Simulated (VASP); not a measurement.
# Hg (P6_3/mmc) in VASP: notebook

Hg is run at these levels: PBE+D3(BJ); tasks: single point.

All numbers are computed with VASP 6.6.1; they aren't measurements. Logs are shortened: lines on timing, memory, paths and dates and some standing lists are left out, and cuts for length are marked.

### 1 The cell of the first run

It takes space group P6_3/mmc (No. 194, hexagonal). Conventional cell: a = 3.241 Å, b = 3.241 Å, c = 5.762 Å, α = 90.00°, β = 90.00°, γ = 120.00°. Hg (site symmetry -6m2) has 12 Hg at 3.24 to 3.44 Å within 4.3 Å.

### 2 Single point, PBE+D3(BJ)

Contents of INCAR:

```
ALGO     = Fast           # electronic algorithm
EDIFF    = 1E-6           # SCF threshold, eV
ENCUT    = 520            # plane-wave cutoff, eV
GGA      = PE             # functional
ISIF     = 2              # what is computed and relaxed
ISMEAR   = 0              # smearing method
IVDW     = 12             # dispersion correction
LASPH    = T              # aspherical terms in the spheres
LCHARG   = T              # write CHGCAR
LELF     = T              # ELF
LREAL    = F              # projectors in reciprocal space
LVHAR    = T            
LWAVE    = F              # write WAVECAR
NBANDS   = 19             # bands
NELM     = 80             # most SCF steps
PREC     = Accurate       # precision mode
SIGMA    = 0.15           # smearing width, eV
```

Contents of KPOINTS:

```
k-points
0
Gamma
  15 15 8
```

Contents of POSCAR:

```
Hg
1.0
    3.2405000000      0.0000000000      0.0000000000
   -1.6202500000      2.8063553210      0.0000000000
    0.0000000000      0.0000000000      5.7619000000
Hg
2
Direct
    0.6666666667      0.3333333333      0.7500000000
    0.3333333333      0.6666666667      0.2500000000
```

Potentials or basis: VASP PAW PBE potentials, release 64 (Hg).

On the command line:

```sh
cat potpaw_PBE.64/Hg/POTCAR > POTCAR
mpirun -np 1 vasp_std > vasp.out
```

OUTCAR:

```text
EDIFF = 1E-6
   ENCUT = 520
   GGA = PE
   ISIF = 2
   ISMEAR = 0
   IVDW = 12
   LASPH = T
   LREAL = F
   NELM = 80
   PREC = Accurate
 IVDW          = 12

 ion  position               nearest neighbor table
   1  0.667  0.333  0.750-   2 3.44   2 3.44   2 3.44   2 3.44   2 3.44   2 3.44
   2  0.333  0.667  0.250-   1 3.44   1 3.44   1 3.44   1 3.44   1 3.44   1 3.44

  LATTYP: Found a hexagonal cell.
 ALAT       =     3.2405000000
 C/A-ratio  =     1.7780898010

  Lattice vectors:

 A1 = (   3.2405000000,   0.0000000000,   0.0000000000)
 A2 = (  -1.6202500000,   2.8063553210,   0.0000000000)
 A3 = (   0.0000000000,   0.0000000000,   5.7619000000)

Analysis of symmetry for initial positions (statically):
=====================================================================
 Subroutine PRICEL returns:
 Original cell was already a primitive cell.

 Routine SETGRP: Setting up the symmetry group for a
 hexagonal supercell.

 Subroutine GETGRP returns: Found 24 space group operations
 (whereof 12 operations were pure point group operations)
 out of a pool of 24 trial point group operations.

The static configuration has the point symmetry D_3d.
 The point group associated with its full space group is D_6h.

Analysis of symmetry for dynamics (positions and initial velocities):
=====================================================================
 Subroutine PRICEL returns:
 Original cell was already a primitive cell.

 Routine SETGRP: Setting up the symmetry group for a
 hexagonal supercell.

 Subroutine GETGRP returns: Found 24 space group operations
 (whereof 12 operations were pure point group operations)
 out of a pool of 24 trial point group operations.

The dynamic configuration has the point symmetry D_3d.
 The point group associated with its full space group is D_6h.

 Subroutine INISYM returns: Found 24 space group operations
 (whereof 12 operations are pure point group operations),
 and found     1 'primitive' translations

----------------------------------------------------------------------------------------

                                     Primitive cell

  volume of cell :      52.3987

  direct lattice vectors                    reciprocal lattice vectors
     3.240500000  0.000000000  0.000000000     0.308594353  0.178167033  0.000000000
    -1.620250000  2.806355321  0.000000000     0.000000000  0.356334065  0.000000000
     0.000000000  0.000000000  5.761900000     0.000000000  0.000000000  0.173553862

  length of vectors
     3.240500000  3.240500000  5.761900000     0.356334065  0.356334065  0.173553862

  position of ions in fractional coordinates (direct lattice)
     0.666666667  0.333333333  0.750000000
     0.333333333  0.666666667  0.250000000

  ion indices of the primitive-cell ions
   primitive index   ion index
                 1           1
                 2           2

----------------------------------------------------------------------------------------

 KPOINTS: k-points

Automatic generation of k-mesh.
 Grid dimensions read from file:
 generate k-points for:   15   15    8

 Generating k-lattice:

  Cartesian coordinates                     Fractional coordinates (reciprocal lattice)
     0.020572957  0.011877802  0.000000000     0.066666667  0.000000000  0.000000000
     0.000000000  0.023755604  0.000000000     0.000000000  0.066666667  0.000000000
     0.000000000  0.000000000  0.021694233     0.000000000  0.000000000  0.125000000

  Length of vectors
     0.023755604  0.023755604  0.021694233

  Shift w.r.t. Gamma in fractional coordinates (k-lattice)
     0.000000000  0.000000000  0.000000000

 Subroutine IBZKPT returns following result:
 ===========================================

 Found    135 irreducible k-points:

 Following reciprocal coordinates:
            Coordinates               Weight
  0.000000  0.000000  0.000000      1.000000
  0.066667  0.000000  0.000000      6.000000
  0.133333  0.000000  0.000000      6.000000
  0.200000  0.000000  0.000000      6.000000
  0.266667  0.000000  0.000000      6.000000
  0.333333  0.000000  0.000000      6.000000
[... 16 lines left out ...]
  0.333333  0.200000  0.000000     12.000000
  0.400000  0.200000  0.000000      6.000000
 [... further k-points ...]
   k-points           NKPTS =    135   k-points in BZ     NKDIM =    135   number of bands    NBANDS=     19
   number of dos      NEDOS =    301   number of ions     NIONS =      2
   total plane-waves  NPLWV =  27648
   dimension x,y,z NGX =    24 NGY =   24 NGZ =   48
   dimension x,y,z NGXF=    48 NGYF=   48 NGZF=   96
   ions per type =               2
   NGX,Y,Z   is equivalent  to a cutoff of  12.31, 12.31, 13.85 a.u.
   NGXF,Y,Z  is equivalent  to a cutoff of  24.63, 24.63, 27.70 a.u.
 SYSTEM =  unknown system
   PREC   = accura    normal or accurate (medium, high low for compatibility)
   ISTART =      0    job   : 0-new  1-cont  2-samecut
   ICHARG =      2    charge: 1-file 2-atom 10-const
   ISPIN  =      1    spin polarized calculation?
   LNONCOLLINEAR =      F non collinear calculations
   LSORBIT =      F    spin-orbit coupling
   LASPH  =      T    aspherical Exc in radial PAW
   ENCUT  =  520.0 eV  38.22 Ry    6.18 a.u.   6.03  6.03 10.71*2*pi/ulx,y,z
   NELM   =     80;   NELMIN=  2; NELMDL= -5     # of ELM steps
   EDIFF  = 0.1E-05   stopping-criterion for ELM
   LREAL  =      F    real-space projection
   EDIFFG = 0.1E-04   stopping-criterion for IOM
   NSW    =      0    number of steps for IOM
   IBRION =     -1    ionic relax: 0-MD 1-quasi-New 2-CG
   NFREE  =      0    steps in history (QN), initial steepest desc. (CG)
   ISIF   =      2    stress and relaxation
   ISYM   =      2    0-nonsym 1-usesym 2-fastsym
   POTIM  = 0.5000    time-step for ionic-motion
   TEBEG  =    0.0;   TEEND  =   0.0 temperature during run
   PSTRESS=    0.0 pullay stress
   NELECT =      24.0000    total number of electrons
   NUPDOWN=      -1.0000    fix difference up-down
   EMIN   =  10.00;   EMAX   =-10.00  energy-range for DOS
   EFERMI =   0.00;   METHOD = LEGACY
   ISMEAR =     0;   SIGMA  =   0.15  broadening in eV -4-tet -1-fermi 0-gaus
   EFERMI_NEDOS =   21; number of points for ismear=-14 and -15
   IALGO  =     68    algorithm
   IMIX   =      4    mixing-type and parameters
     AMIX     =   0.40;   BMIX     =  1.00
     AMIX_MAG =   1.60;   BMIX_MAG =  1.00
  volume/ion in A,a.u.               =      26.20       176.80
  Fermi-wavevector in a.u.,A,eV,Ry     =   1.261939  2.384719 21.667151  1.592491
  Thomas-Fermi vector in A             =   2.395373
   LORBIT       =      0    0 simple, 1 ext, 2 COOP (PROOUT), +10 PAW based schemes
   GGA     = PE    functional components
   LHFCALC =     F    Hartree Fock is set to
   AEXX    =    0.0000 exact exchange contribution
   IVDW    =    12    specifies the selected vdW correction
   LEPSILON=     F    determine dielectric tensor
   LRPA    =     F    only Hartree local field effects (RPA)
 non-spin polarized calculation
 RMM-DIIS sequential band-by-band and
 Gauss-broadening in eV      SIGMA  =   0.15
  energy-cutoff  :      520.00
  volume of cell :       52.40
 maximum number of plane-waves:      1440
   NGX = 13   NGY = 13   NGZ = 21

 number of electron      23.9999999 magnetization

 Free energy of the ion-electron system (eV)
  ---------------------------------------------------
  ext. energy  EPLUGINS =         0.00000000
  ---------------------------------------------------
  free energy    TOTEN  =        -0.28787326 eV

  energy without entropy =       -0.27966197  energy(sigma->0) =       -0.28376761

 E-fermi :   1.6819     XC(G=0): -10.2809

 val. band max:        1.6660952107   @ k =   0.3333   0.2000   0.0000
 cond. band min:       1.6852659325   @ k =   0.4667   0.0000   0.3750
 fundamental gap:      0.0191707218
 Fermi energy:         1.6818758146

 k-point     1 :       0.0000    0.0000    0.0000
  band No.  band energies     occupation
      1      -6.2919      2.00000
      2      -5.6337      2.00000
      3      -4.9087      2.00000
      4      -4.7055      2.00000
      5      -4.7055      2.00000
      6      -4.6309      2.00000
[... 11 lines left out ...]
     18      16.5846      0.00000
     19      16.8710      0.00000

 k-point     2 :       0.0667    0.0000    0.0000
  band No.  band energies     occupation
      1      -6.1896      2.00000
      2      -5.5747      2.00000
      3      -4.9005      2.00000
      4      -4.7108      2.00000
      5      -4.6647      2.00000
      6      -4.6452      2.00000
[... 11 lines left out ...]
     18      16.8990      0.00000
     19      17.0404      0.00000

 k-point     3 :       0.1333    0.0000    0.0000
  band No.  band energies     occupation
      1      -5.8985      2.00000
      2      -5.4241      2.00000
      3      -4.8926      2.00000
      4      -4.7139      2.00000
      5      -4.6472      2.00000
      6      -4.5475      2.00000
[... 11 lines left out ...]
     18      15.7475      0.00000
     19      16.5655      0.00000

 k-point     4 :       0.2000    0.0000    0.0000
  band No.  band energies     occupation
      1      -5.5092      2.00000
      2      -5.2887      2.00000
      3      -4.8511      2.00000
      4      -4.7046      2.00000
      5      -4.5658      2.00000
      6      -4.4994      2.00000
[... 11 lines left out ...]
     18      14.9100      0.00000
     19      15.4505      0.00000

 k-point     5 :       0.2667    0.0000    0.0000
  band No.  band energies     occupation
      1      -5.3261      2.00000
      2      -5.2640      2.00000
      3      -4.7780      2.00000
      4      -4.7264      2.00000
      5      -4.5191      2.00000
      6      -4.4393      2.00000
[... 11 lines left out ...]
     18      14.6436      0.00000
     19      15.5599      0.00000

 k-point     6 :       0.3333    0.0000    0.0000
  band No.  band energies     occupation
      1      -5.3958      2.00000
      2      -5.2791      2.00000
      3      -4.9675      2.00000
      4      -4.6018      2.00000
      5      -4.4982      2.00000
      6      -4.4695      2.00000
[... 11 lines left out ...]
     18      14.4941      0.00000
     19      14.6732      0.00000

 k-point     7 :       0.4000    0.0000    0.0000
  band No.  band energies     occupation
      1      -5.4725      2.00000
      2      -5.3308      2.00000
      3      -5.1045      2.00000
      4      -4.5423      2.00000
      5      -4.5422      2.00000
      6      -4.5029      2.00000
[... 11 lines left out ...]
     18      14.0314      0.00000
     19      14.4063      0.00000

 k-point     8 :       0.4667    0.0000    0.0000
  band No.  band energies     occupation
      1      -5.5168      2.00000
      2      -5.3655      2.00000
      3      -5.1756      2.00000
      4      -4.5808      2.00000
      5      -4.5657      2.00000
      6      -4.4476      2.00000
[... 256 lines left out ...]
 k-point    20 :       0.4000    0.1333    0.0000
  band No.  band energies     occupation
      1      -5.3379      2.00000
      2      -5.1733      2.00000
      3      -5.1477      2.00000
      4      -4.6252      2.00000
      5      -4.5650      2.00000
      6      -4.4341      2.00000
[... 11 lines left out ...]
     18      11.5289      0.00000
     19      13.2186      0.00000

 k-point    21 :       0.2000    0.2000    0.0000
  band No.  band energies     occupation
      1      -5.0470      2.00000
      2      -4.9842      2.00000
      3      -4.9263      2.00000
      4      -4.6625      2.00000
      5      -4.6304      2.00000
      6      -4.6222      2.00000
[... 11 lines left out ...]
     18      11.7607      0.00000
     19      13.0548      0.00000

 k-point    22 :       0.2667    0.2000    0.0000
  band No.  band energies     occupation
      1      -5.0852      2.00000
      2      -5.0347      2.00000
      3      -4.9642      2.00000
      4      -4.6907      2.00000
      5      -4.5398      2.00000
      6      -4.4486      2.00000
[... 11 lines left out ...]
     18      10.5305      0.00000
     19      12.4588      0.00000

 k-point    23 :       0.3333    0.2000    0.0000
  band No.  band energies     occupation
      1      -5.1313      2.00000
      2      -5.1053      2.00000
      3      -4.9769      2.00000
      4      -4.6780      2.00000
      5      -4.5354      2.00000
      6      -4.4449      2.00000
[... 11 lines left out ...]
     18       9.9836      0.00000
     19      12.1774      0.00000

 k-point    24 :       0.4000    0.2000    0.0000
  band No.  band energies     occupation
      1      -5.1488      2.00000
      2      -5.1296      2.00000
      3      -4.9855      2.00000
      4      -4.6496      2.00000
      5      -4.5900      2.00000
      6      -4.4087      2.00000
[... 11 lines left out ...]
     18       9.8368      0.00000
     19      12.0906      0.00000

 [... further k-points ...]

------------------------ aborting loop because EDIFF is reached ----------------------------------------

 Edisp (eV)   -0.79952

 E8    (eV) :    -0.3628

  FORCE on cell =-STRESS in cart. coord.  units (eV):
  Direction    XX          YY          ZZ          XY          YZ          ZX
  --------------------------------------------------------------------------------------
  -------------------------------------------------------------------------------------
  Total       0.12591     0.12591    -0.44075     0.00000     0.00000     0.00000
  in kB       3.84989     3.84989   -13.47659     0.00000     0.00000     0.00000
  external pressure =       -1.93 kB  Pullay stress =        0.00 kB

 VOLUME and BASIS-vectors are now :
 -----------------------------------------------------------------------------
  energy-cutoff  :      520.00
  volume of cell :       52.40
      direct lattice vectors                 reciprocal lattice vectors
     3.240500000  0.000000000  0.000000000     0.308594353  0.178167033  0.000000000
    -1.620250000  2.806355321  0.000000000     0.000000000  0.356334065  0.000000000
     0.000000000  0.000000000  5.761900000     0.000000000  0.000000000  0.173553862

 POSITION                                       TOTAL-FORCE (eV/Angst)
 -----------------------------------------------------------------------------------
      1.62025      0.93545      4.32142         0.000000     -0.000000      0.000000
     -0.00000      1.87090      1.44047        -0.000000      0.000000      0.000000
 -----------------------------------------------------------------------------------
    total drift:                                0.000000     -0.000000      0.000000

  FREE ENERGIE OF THE ION-ELECTRON SYSTEM (eV)
  ---------------------------------------------------
  free  energy   TOTEN  =        -1.0873891546 eV

  energy  without entropy=       -1.0791778670  energy(sigma->0) =       -1.08328351
```

It took 3.2 min on 1 thread of AMD EPYC 7R13, shared host; peak memory 0.22 GiB.

Results:

| Property | Result |
| --- | --- |
| Free energy | -1.0874 eV |
| Pressure | -0.2 GPa |
| Band gap on the k mesh | zero (band 12 reaches 1.86 eV, above the bottom of band 13 at 0.49 eV) |
| Dispersion energy per atom | -0.400 eV |

Stress tensor (GPa, compression positive):
```
 0.38  0.00  0.00
 0.00  0.38  0.00
 0.00  0.00 -1.35
```

Caveat: spin-orbit coupling is left out, which moves the levels of the heavy elements; pairwise dispersion overbinds metals, which lowers pressure and volume.

### 3 Single point, PBE+D3(BJ)

This run uses another cell than the first one, of 26.36 Å³/atom, 1.006 times its volume.

Contents of INCAR:

```
SYSTEM = Hg
PREC     = Accurate       ! precision mode
ENCUT    = 520            ! plane-wave cutoff, eV
EDIFF    = 1E-6           ! SCF threshold, eV
ISMEAR   = 0              ! smearing method
SIGMA    = 0.15           ! smearing width, eV
LREAL    = .False.        ! projectors in reciprocal space
LASPH    = .True.         ! aspherical terms in the spheres
NELM     = 60             ! most SCF steps
ALGO     = Fast           ! electronic algorithm
ISIF     = 2              ! what is computed and relaxed
LWAVE    = .False.        ! write WAVECAR
LCHARG   = .True.         ! write CHGCAR
GGA      = PE             ! functional
IVDW     = 12             ! dispersion correction
LELF     = .True.         ! ELF
LVHAR    = .True.       
NBANDS   = 19             ! bands
```

Contents of KPOINTS:

```
Automatic mesh
0
Gamma
  15 15 8
  0 0 0
```

Contents of POSCAR:

```
Hg
1.0
    3.2963000000      0.0000000000      0.0000000000
   -1.6481500000      2.8546795385      0.0000000000
    0.0000000000      0.0000000000      5.6033000000
Hg
2
Direct
    0.6666666667      0.3333333333      0.7500000000
    0.3333333333      0.6666666667      0.2500000000
```

Potentials or basis: VASP PAW PBE potentials, release 64 (Hg).

On the command line:

```sh
cat potpaw_PBE.64/Hg/POTCAR > POTCAR
mpirun -np 1 vasp_std > vasp.out
```

Wall time 3.8 min (1 thread of AMD EPYC 7R13, shared host); peak memory 0.23 GiB.

Results (log left out):

| Property | Result |
| --- | --- |
| Free energy | -1.1025 eV |
| Pressure | -0.2 GPa |
| Band gap on the k mesh | zero (band 12 reaches 1.68 eV, above the bottom of band 13 at 0.63 eV) |
| Dispersion energy per atom | -0.397 eV |

Stress tensor (GPa, compression positive):
```
 0.19  0.00  0.00
 0.00  0.19  0.00
 0.00  0.00 -1.05
```

Levels at points of the mesh, in eV from the Fermi level:
| k point | band 10 | band 11 | band 12 | band 13 | band 14 | band 15 |
| --- | --- | --- | --- | --- | --- | --- |
| (0.00, 0.00, 0.00) | -5.48 | -5.48 | -1.88 | -0.96 | 12.51 | 12.51 |
| (0.00, 0.00, 0.50) | -5.65 | -5.65 | -5.65 | 5.77 | 5.77 | 13.45 |

Caveat: spin-orbit coupling is left out, which moves the levels of the heavy elements; pairwise dispersion overbinds metals, which lowers pressure and volume.
